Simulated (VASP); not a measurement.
# Si23O48 (a cell with a defect) in VASP: relaxation of the atoms with PBEsol

Aim: the relaxation of the atoms of Si23O48 (a cell with a defect) with PBEsol.

All numbers are computed with VASP 6.6.1; they aren't measurements. Logs are shortened: lines on timing, memory, paths and dates and some standing lists are left out, and cuts for length are marked.

**1. The cell of the first run**

The cell holds a defect, 71 atoms: a = 8.389 Å, b = 8.389 Å, c = 8.036 Å, α = 90.00°, β = 90.00°, γ = 90.00°.

**2. Relaxation of the atoms, PBEsol**

The input, INCAR:

```
ALGO = Normal ; EDIFF = 1E-7
EDIFFG = -0.03 ; ENCUT = 520
GGA = PS ; GGA_COMPAT = False
IBRION = 2 ; ISIF = 2
ISMEAR = -1 ; ISYM = -1
KPAR = 1 ; LASPH = True
LCHARG = False ; LREAL = Auto
LWAVE = False ; NELECT = 384.0
NELM = 120 ; NELMIN = 4
NSW = 100 ; PREC = Accurate
SIGMA = 0.05
```

The input, KPOINTS:

```
explicit points
1
Reciprocal
  0.25000000   0.25000000   0.25000000 1
```

The input, POSCAR:

```
Si23O48
1.0
    8.3886930000      0.0000000000      0.0000000000
    0.0000000000      8.3886930000      0.0000000000
    0.0000000000      0.0000000000      8.0356430000
Si O
23 48
Direct
    0.9996660000      0.0011540000      0.9989870000
    0.9972390000      0.0007740000      0.3344950000
    0.9987240000      0.9983510000      0.6633470000
    0.0021810000      0.5012950000      0.9973690000
    0.0000890000      0.4993140000      0.3327270000
    0.0058240000      0.5005430000      0.6669620000
    0.4998630000      0.9996900000      0.0001690000
    0.4966450000      0.0033310000      0.3331160000
    0.4977070000      0.9978760000      0.6657210000
    0.5010750000      0.5019520000      0.9949190000
    0.4995000000      0.4985740000      0.6692120000
    0.2474130000      0.2474580000      0.1680990000
    0.2503670000      0.2495690000      0.4991410000
    0.2493680000      0.2537270000      0.8285020000
    0.2529980000      0.7552720000      0.1673320000
    0.2514230000      0.7491800000      0.4962870000
    0.2522050000      0.7523300000      0.8314310000
    0.7479230000      0.2524020000      0.1699180000
    0.7509700000      0.2493990000      0.4995030000
    0.7505940000      0.2485500000      0.8381800000
    0.7468320000      0.7517950000      0.1646410000
    0.7457370000      0.7482780000      0.4963910000
    0.7434550000      0.7516700000      0.8377990000
    0.1505090000      0.1565540000      0.9986310000
    0.1556520000      0.1494380000      0.3314300000
    0.1528150000      0.1515210000      0.6646670000
    0.1527020000      0.6503890000      0.0013450000
    0.1503820000      0.6557270000      0.3345630000
    0.1527610000      0.6521340000      0.6690860000
    0.6489680000      0.1562390000      0.0007100000
    0.6542020000      0.1511590000      0.3331120000
    0.6523950000      0.1515300000      0.6675570000
    0.6522980000      0.6550020000      0.9999360000
    0.6522970000      0.6521930000      0.3304400000
    0.6495580000      0.6528190000      0.6669500000
    0.3453990000      0.3417000000      0.0032100000
    0.3454720000      0.3465510000      0.3349400000
    0.3449730000      0.3489850000      0.6643040000
    0.3473910000      0.8461920000      0.9971060000
    0.3476940000      0.8487140000      0.3322170000
    0.3471820000      0.8512160000      0.6624690000
    0.8436480000      0.3467210000      0.9984620000
    0.8447400000      0.3494280000      0.3351210000
    0.8470790000      0.3457550000      0.6597460000
    0.8518190000      0.8448200000      0.9985110000
    0.8497630000      0.8476340000      0.3345490000
    0.8503240000      0.8460610000      0.6684520000
    0.0961970000      0.4029650000      0.1637680000
    0.0933650000      0.4040420000      0.5006250000
    0.0992860000      0.4026150000      0.8326390000
    0.0960400000      0.9077790000      0.1710080000
    0.0945610000      0.9034480000      0.4958570000
    0.0981880000      0.9031190000      0.8352330000
    0.5965540000      0.4053880000      0.1697260000
    0.5995270000      0.3963930000      0.4968140000
    0.5975970000      0.4067730000      0.8362660000
    0.5932970000      0.8995650000      0.1653460000
    0.5975750000      0.9012760000      0.5035560000
    0.5942450000      0.9008320000      0.8291840000
    0.4050900000      0.0980240000      0.1672760000
    0.4032080000      0.0969630000      0.4996730000
    0.4023580000      0.0967660000      0.8316100000
    0.4066330000      0.5951860000      0.1654180000
    0.4059580000      0.5960900000      0.5050170000
    0.4016130000      0.5976570000      0.8318330000
    0.9032140000      0.0962650000      0.1636680000
    0.9041320000      0.1023990000      0.5036310000
    0.9059870000      0.1001570000      0.8311160000
    0.8983730000      0.5939480000      0.1671610000
    0.9027680000      0.5961410000      0.5032600000
    0.9035770000      0.5996070000      0.8355490000
```

Potentials or basis: VASP PAW PBE potentials, release 64 (Si, O).

Started as:

```sh
$ cat potpaw_PBE.64/Si/POTCAR potpaw_PBE.64/O/POTCAR > POTCAR
$ mpirun -np 4 vasp_std > vasp.out
```

OUTCAR:

```text
EDIFF = 1E-7
   EDIFFG = -0.03
   ENCUT = 520
   GGA = PS
   IBRION = 2
   ISIF = 2
   ISMEAR = -1
   ISYM = -1
   LASPH = True
   LREAL = Auto
   NELECT = 384.0
   NELM = 120
   NELMIN = 4
   NSW = 100
   PREC = Accurate

 ion  position               nearest neighbor table
   1  1.000  0.001  0.999-  66 1.74  53 1.76  68 1.77  51 1.78  45 1.81  24 1.82   2 2.70   3 2.70

   2  0.997  0.001  0.334-  52 1.74  51 1.74  66 1.77  46 1.78  67 1.78  25 1.82   3 2.64   1 2.70

   3  0.999  0.998  0.663-  67 1.74  52 1.76  68 1.78  47 1.78  53 1.80  26 1.82   2 2.64   1 2.70
[... 9 lines left out ...]
   8  0.497  0.003  0.333-  60 1.73  61 1.74  57 1.80  40 1.80  31 1.81  58 1.82   9 2.67   7 2.68

   9  0.498  0.998  0.666-  59 1.74  58 1.75  61 1.76  62 1.76  41 1.76  32 1.83   8 2.67   7 2.69

  10  0.501  0.502  0.995-  56 1.71  65 1.75  63 1.77  33 1.81  54 1.81  36 1.88  11 2.62
  11  0.499  0.499  0.669-  64 1.74  56 1.75  65 1.75  38 1.80  35 1.81  55 1.83  10 2.62
  12  0.247  0.247  0.168-  25 1.73  36 1.75  24 1.76  37 1.78  48 1.82  60 1.82  13 2.66  14 2.73

  13  0.250  0.250  0.499-  37 1.74  38 1.76  26 1.77  25 1.78  61 1.81  49 1.85  14 2.65  12 2.66

  14  0.249  0.254  0.829-  38 1.74  26 1.77  50 1.77  36 1.78  24 1.79  62 1.84  13 2.65  12 2.73
[... 53 lines left out ...]
  58  0.598  0.901  0.504-   9 1.75  22 1.79   8 1.82
  59  0.594  0.901  0.829-   9 1.74  23 1.77   7 1.79
  60  0.405  0.098  0.167-   8 1.73   7 1.77  12 1.82
  61  0.403  0.097  0.500-   8 1.74   9 1.76  13 1.81
  62  0.402  0.097  0.832-   9 1.76   7 1.78  14 1.84
  63  0.407  0.595  0.165-  10 1.77  15 1.86
  64  0.406  0.596  0.505-  11 1.74  16 1.83
  65  0.402  0.598  0.832-  10 1.75  11 1.75  17 1.80
  66  0.903  0.096  0.164-   1 1.74   2 1.77  18 1.85
  67  0.904  0.102  0.504-   3 1.74  19 1.78   2 1.78
  68  0.906  0.100  0.831-   1 1.77   3 1.78  20 1.80
  69  0.898  0.594  0.167-   5 1.77   4 1.80  21 1.84
  70  0.903  0.596  0.503-   6 1.77   5 1.79  22 1.83
  71  0.904  0.600  0.836-   4 1.75   6 1.81  23 1.85

IMPORTANT INFORMATION: All symmetrisations will be switched off!
NOSYMM: (Re-)initialisation of all symmetry stuff for point group C_1.

----------------------------------------------------------------------------------------

                                     Primitive cell

  volume of cell :     565.4696

  direct lattice vectors                    reciprocal lattice vectors
     8.388693000  0.000000000  0.000000000     0.119208082  0.000000000  0.000000000
     0.000000000  8.388693000  0.000000000     0.000000000  0.119208082  0.000000000
     0.000000000  0.000000000  8.035643000     0.000000000  0.000000000  0.124445548

  length of vectors
     8.388693000  8.388693000  8.035643000     0.119208082  0.119208082  0.124445548

  position of ions in fractional coordinates (direct lattice)
     0.999666000  0.001154000  0.998987000
     0.997239000  0.000774000  0.334495000
     0.998724000  0.998351000  0.663347000
     0.002181000  0.501295000  0.997369000
     0.000089000  0.499314000  0.332727000
     0.005824000  0.500543000  0.666962000
[... 63 lines left out ...]
     0.902768000  0.596141000  0.503260000
     0.903577000  0.599607000  0.835549000

  ion indices of the primitive-cell ions
   primitive index   ion index
                 1           1
                 2           2
                 3           3
                 4           4
                 5           5
                 6           6
[... 63 lines left out ...]
                70          70
                71          71

----------------------------------------------------------------------------------------

 KPOINTS: explicit points

Read explicit list of k-points.

 Found      1 k-points:

 Following reciprocal coordinates:
            Coordinates               Weight
  0.250000  0.250000  0.250000      1.000000
   k-points           NKPTS =      1   k-points in BZ     NKDIM =      1   number of bands    NBANDS=    232
   number of dos      NEDOS =    301   number of ions     NIONS =     71
   total plane-waves  NPLWV = 245760
   dimension x,y,z NGX =    64 NGY =   64 NGZ =   60
   dimension x,y,z NGXF=   128 NGYF=  128 NGZF=  120
   ions per type =              23  48
   NGX,Y,Z   is equivalent  to a cutoff of  12.68, 12.68, 12.41 a.u.
   NGXF,Y,Z  is equivalent  to a cutoff of  25.37, 25.37, 24.83 a.u.
 SYSTEM =  unknown system
   PREC   = accura    normal or accurate (medium, high low for compatibility)
   ISTART =      0    job   : 0-new  1-cont  2-samecut
   ICHARG =      2    charge: 1-file 2-atom 10-const
   ISPIN  =      1    spin polarized calculation?
   LNONCOLLINEAR =      F non collinear calculations
   LSORBIT =      F    spin-orbit coupling
   LASPH  =      T    aspherical Exc in radial PAW
   ENCUT  =  520.0 eV  38.22 Ry    6.18 a.u.  15.60 15.60 14.94*2*pi/ulx,y,z
   NELM   =    120;   NELMIN=  4; NELMDL= -5     # of ELM steps
   EDIFF  = 0.1E-06   stopping-criterion for ELM
   LREAL  =      T    real-space projection
   EDIFFG = -.3E-01   stopping-criterion for IOM
   NSW    =    100    number of steps for IOM
   IBRION =      2    ionic relax: 0-MD 1-quasi-New 2-CG
   NFREE  =      1    steps in history (QN), initial steepest desc. (CG)
   ISIF   =      2    stress and relaxation
   ISYM   =     -1    0-nonsym 1-usesym 2-fastsym
   POTIM  = 0.5000    time-step for ionic-motion
   TEBEG  =    0.0;   TEEND  =   0.0 temperature during run
   PSTRESS=    0.0 pullay stress
   NELECT =     384.0000    total number of electrons
   NUPDOWN=      -1.0000    fix difference up-down
   EMIN   =  10.00;   EMAX   =-10.00  energy-range for DOS
   EFERMI =   0.00;   METHOD = LEGACY
   ISMEAR =    -1;   SIGMA  =   0.05  broadening in eV -4-tet -1-fermi 0-gaus
   EFERMI_NEDOS =   21; number of points for ismear=-14 and -15
   IALGO  =     38    algorithm
   IMIX   =      4    mixing-type and parameters
     AMIX     =   0.40;   BMIX     =  1.00
     AMIX_MAG =   1.60;   BMIX_MAG =  1.00
  volume/ion in A,a.u.               =       7.96        53.75
  Fermi-wavevector in a.u.,A,eV,Ry     =   1.438960  2.719241 28.172317  2.070607
  Thomas-Fermi vector in A             =   2.557869
   LORBIT       =      0    0 simple, 1 ext, 2 COOP (PROOUT), +10 PAW based schemes
   GGA     = PS    functional components
   LHFCALC =     F    Hartree Fock is set to
   AEXX    =    0.0000 exact exchange contribution
   IVDW    =     0    specifies the selected vdW correction
   LEPSILON=     F    determine dielectric tensor
   LRPA    =     F    only Hartree local field effects (RPA)
 conjugate gradient relaxation of ions
 non-spin polarized calculation
  energy-cutoff  :      520.00
  volume of cell :      565.47
 maximum number of plane-waves:     15222
 NGX is ok and might be reduce to    64
   NGX = 31   NGY = 31   NGZ = 29

--------------------------------------- Ionic step        1  -------------------------------------------

 number of electron     383.9999985 magnetization

 Free energy of the ion-electron system (eV)
  ---------------------------------------------------
  ext. energy  EPLUGINS =         0.00000000
  ---------------------------------------------------
  free energy    TOTEN  =      -531.73537432 eV

  energy without entropy =     -531.73537432  energy(sigma->0) =     -531.73537432

 E-fermi :  11.0584     XC(G=0): -12.4436

 val. band max:        9.7679404255   @ k =   0.2500   0.2500   0.2500
 cond. band min:      13.4243735330   @ k =   0.2500   0.2500   0.2500
 fundamental gap:      3.6564331076
 Fermi energy:        11.0584477928

 k-point     1 :       0.2500    0.2500    0.2500
  band No.  band energies     occupation
      1     -15.1193      2.00000
      2     -14.5299      2.00000
      3     -14.4042      2.00000
      4     -14.2698      2.00000
      5     -13.8318      2.00000
      6     -13.7311      2.00000
[... 196 lines left out ...]
    203      15.1420      0.00000
    204      15.2337      0.00000
 [bands above 204 left out]

------------------------ aborting loop because EDIFF is reached ----------------------------------------

  FORCE on cell =-STRESS in cart. coord.  units (eV):
  Direction    XX          YY          ZZ          XY          YZ          ZX
  --------------------------------------------------------------------------------------
  -------------------------------------------------------------------------------------
  Total       60.6538063     59.5697737     59.0063501      8.7029084      0.0155762      0.6871133
  in kB      171.8539057    168.7824539    167.1860734     24.6584490      0.0441331      1.9468376
  external PRESSURE =     169.2741443 kB  Pullay stress =       0.0000000 kB
[... 296 lines left out ...]
  FREE ENERGIE OF THE ION-ELECTRON SYSTEM (eV)
  ---------------------------------------------------
  free  energy   TOTEN  =      -537.0019974070 eV

  energy  without entropy=     -537.0019974069  energy(sigma->0) =     -537.00199741

[... ionic steps 4 to 18 ...]

--------------------------------------- Ionic step       19  -------------------------------------------

 number of electron     383.9999875 magnetization

------------------------ aborting loop because EDIFF is reached ----------------------------------------
[... 205 lines left out ...]
--------------------------------------- Ionic step       21  -------------------------------------------

 number of electron     383.9999875 magnetization

 Free energy of the ion-electron system (eV)
  ---------------------------------------------------
  ext. energy  EPLUGINS =         0.00000000
  ---------------------------------------------------
  free energy    TOTEN  =      -537.80731494 eV

  energy without entropy =     -537.80731494  energy(sigma->0) =     -537.80731494

 E-fermi :   9.0730     XC(G=0): -12.4210

 val. band max:        7.7851339367   @ k =   0.2500   0.2500   0.2500
 cond. band min:      13.6912523636   @ k =   0.2500   0.2500   0.2500
 fundamental gap:      5.9061184269
 Fermi energy:         9.0729792244

 k-point     1 :       0.2500    0.2500    0.2500
  band No.  band energies     occupation
      1     -14.7389      2.00000
      2     -14.2510      2.00000
      3     -14.0277      2.00000
      4     -13.9631      2.00000
      5     -13.5973      2.00000
      6     -13.4528      2.00000
[... 196 lines left out ...]
    203      15.4013      0.00000
    204      15.4325      0.00000
 [bands above 204 left out]

------------------------ aborting loop because EDIFF is reached ----------------------------------------

  FORCE on cell =-STRESS in cart. coord.  units (eV):
  Direction    XX          YY          ZZ          XY          YZ          ZX
  --------------------------------------------------------------------------------------
  -------------------------------------------------------------------------------------
  Total       65.8458840     65.6530853     58.8754076      3.4327291      0.0863434      0.1402150
  in kB      186.5649171    186.0186493    166.8150666      9.7261480      0.2446418      0.3972793
  external PRESSURE =     179.7995443 kB  Pullay stress =       0.0000000 kB
[... 86 lines left out ...]
  FREE ENERGIE OF THE ION-ELECTRON SYSTEM (eV)
  ---------------------------------------------------
  free  energy   TOTEN  =      -537.8073149419 eV

  energy  without entropy=     -537.8073149419  energy(sigma->0) =     -537.80731494

 reached required accuracy - stopping structural energy minimisation
```

It took 22 min on 4 MPI ranks of Intel Xeon Platinum 8259CL at 2.50GHz (Skylake/Cascade Lake), shared host; peak memory 0.27 GiB.

Results:

- Free energy: -537.8073 eV
- Energy gained by relaxing: 85.5 meV/atom
- Ionic steps: 21
- Largest force after relaxing: 0.022 eV/Å

Forces in eV/Å, atoms in the order of the input:
```
Si   0.005 -0.011 -0.007
Si   0.004 -0.007 -0.004
Si   0.010 -0.007  0.015
Si   0.003  0.001  0.003
Si   0.004  0.005 -0.003
Si   0.005  0.006  0.000
Si  -0.002 -0.002 -0.001
Si  -0.007 -0.003 -0.002
Si  -0.007  0.000  0.001
Si  -0.006  0.011  0.001
Si  -0.013  0.012  0.004
Si   0.012  0.005 -0.002
Si   0.011  0.005 -0.006
Si   0.011  0.010 -0.001
Si   0.000  0.001 -0.006
Si  -0.008  0.005  0.004
Si  -0.004  0.000  0.005
Si   0.002 -0.005 -0.014
Si  -0.008  0.010  0.006
Si   0.000  0.001  0.003
Si  -0.011 -0.010 -0.006
Si  -0.011 -0.007 -0.001
Si  -0.008 -0.007  0.007
O   -0.002  0.005  0.007
O   -0.007 -0.001  0.003
O   -0.001  0.002 -0.003
O   -0.008 -0.008  0.001
O   -0.006  0.004 -0.003
O   -0.009 -0.006  0.002
O    0.000 -0.003  0.000
O    0.007  0.008 -0.002
O   -0.002  0.006 -0.009
O   -0.001 -0.001 -0.001
O    0.000 -0.002  0.002
O   -0.001  0.005  0.005
O    0.007  0.001  0.005
O    0.003  0.002  0.005
O    0.001 -0.002 -0.003
O    0.001 -0.002  0.009
O   -0.001  0.002  0.004
O    0.003  0.004  0.001
O    0.002 -0.004  0.004
O   -0.007 -0.007  0.002
O    0.000  0.004 -0.009
O   -0.007 -0.002  0.001
O    0.001  0.003  0.000
O   -0.003  0.003 -0.006
O    0.008  0.002  0.002
O    0.007  0.005  0.000
O    0.004  0.002 -0.002
O    0.004  0.005  0.011
O   -0.003  0.000 -0.012
O   -0.009  0.015  0.004
O    0.004 -0.010 -0.001
O    0.015 -0.007 -0.015
O    0.010 -0.004  0.002
O    0.002 -0.005  0.003
O   -0.001 -0.008  0.001
O    0.001  0.002 -0.004
O    0.008  0.006  0.003
O    0.009  0.007 -0.004
O    0.000 -0.003  0.002
O    0.011 -0.013 -0.001
O   -0.002  0.002  0.005
O   -0.004  0.004 -0.001
O   -0.003  0.001  0.010
O   -0.003  0.003 -0.005
O    0.002 -0.009 -0.003
O   -0.006 -0.007 -0.001
O   -0.008 -0.010 -0.003
O    0.000 -0.005  0.000
```

Step by step:
```tsv
step	energy change (eV)	largest force (eV/Å)	pressure (GPa)
1	0.0000	8.4766	16.93
2	12.5642	19.8059	31.09
3	-5.2666	2.2220	17.64
4	-5.2717	3.2669	18.26
5	-5.8244	0.9712	17.62
6	-5.9506	0.9456	17.57
7	-5.9668	0.6175	17.56
8	-6.0270	0.5792	17.98
9	-6.0343	0.3945	17.86
10	-6.0561	0.3686	18.00
11	-6.0581	0.2370	17.97
12	-6.0667	0.1845	17.99
13	-6.0667	0.1642	17.99
14	-6.0699	0.1327	17.99
15	-6.0699	0.1238	17.99
16	-6.0710	0.0892	17.97
17	-6.0711	0.0609	17.98
18	-6.0717	0.0534	17.98
19	-6.0717	0.0669	17.98
20	-6.0719	0.0413	17.98
21	-6.0719	0.0220	17.98
```

Final structure:
```xyz
71
Lattice="8.3887 0.0000 0.0000 0.0000 8.3887 0.0000 0.0000 0.0000 8.0356" Properties=species:S:1:pos:R:3 pbc="T T T"
Si    8.3860    0.0020    0.0052
Si    8.3862    0.0017    2.6763
Si    8.3858    0.0017    5.3471
Si    8.3858    4.1966    8.0314
Si    8.3860    4.1961    2.6764
Si    8.3859    4.1957    5.3568
Si    4.1915    0.0020    8.0314
Si    4.1916    0.0019    2.6762
Si    4.1921    0.0015    5.3566
Si    4.1914    4.1962    0.1112
Si    4.1921    4.1952    5.2418
Si    2.1154    2.1204    1.3744
Si    2.1157    2.1203    3.9785
Si    2.0999    2.1045    6.6942
Si    2.1622    6.2257    1.3299
Si    2.1640    6.2241    4.0221
Si    2.1276    6.2606    6.6936
Si    6.2200    2.1680    1.3310
Si    6.2214    2.1658    4.0229
Si    6.2559    2.1316    6.6946
Si    6.2677    6.2722    1.3744
Si    6.2676    6.2716    3.9782
Si    6.2831    6.2874    6.6939
O     1.2817    1.2847    8.0353
O     1.2333    1.2370    2.6761
O     1.2813    1.2853    5.3525
O     1.2299    5.5037    8.0056
O     1.2662    5.4810    2.6764
O     1.2311    5.5027    5.3817
O     5.4989    1.2345    8.0066
O     5.4775    1.2693    2.6765
O     5.5000    1.2329    5.3830
O     5.4958    5.4995    8.0317
O     5.5442    5.5481    2.6760
O     5.4958    5.4990    5.3562
O     2.8869    2.8929    8.0318
O     2.8389    2.8442    2.6763
O     2.8870    2.8931    5.3569
O     2.8838    7.1587    8.0053
O     2.9057    7.1226    2.6761
O     2.8847    7.1578    5.3818
O     7.1523    2.8899    8.0063
O     7.1177    2.9107    2.6766
O     7.1534    2.8886    5.3829
O     7.1023    7.1067    0.0002
O     7.1500    7.1552    2.6765
O     7.1019    7.1066    5.3527
O     0.7966    3.3828    1.3285
O     0.7965    3.3823    4.0239
O     0.8233    3.3934    6.6945
O     0.8188    7.5678    1.3250
O     0.8191    7.5684    4.0276
O     0.8050    7.5818    6.6936
O     5.0635    3.3240    1.2129
O     5.0639    3.3213    4.1419
O     4.9979    3.3884    6.6944
O     5.0042    7.5902    1.3285
O     5.0045    7.5902    4.0237
O     4.9936    7.5630    6.6942
O     3.3785    0.8021    1.3286
O     3.3787    0.8020    4.0242
O     3.3900    0.8293    6.6938
O     3.3187    5.0701    1.2114
O     3.3204    5.0682    4.1400
O     3.3850    5.0035    6.6941
O     7.5647    0.8240    1.3250
O     7.5643    0.8238    4.0274
O     7.5783    0.8105    6.6945
O     7.5864    5.0098    1.3289
O     7.5865    5.0096    4.0241
O     7.5594    4.9989    6.6938
```

Caveat: the cell carries a net charge on a neutralising background, which shifts energy and pressure; the cell is charged against a uniform background, so pressure and absolute levels hang on convention; the PAW data sets were made with another functional, which shifts forces and pressure a little.
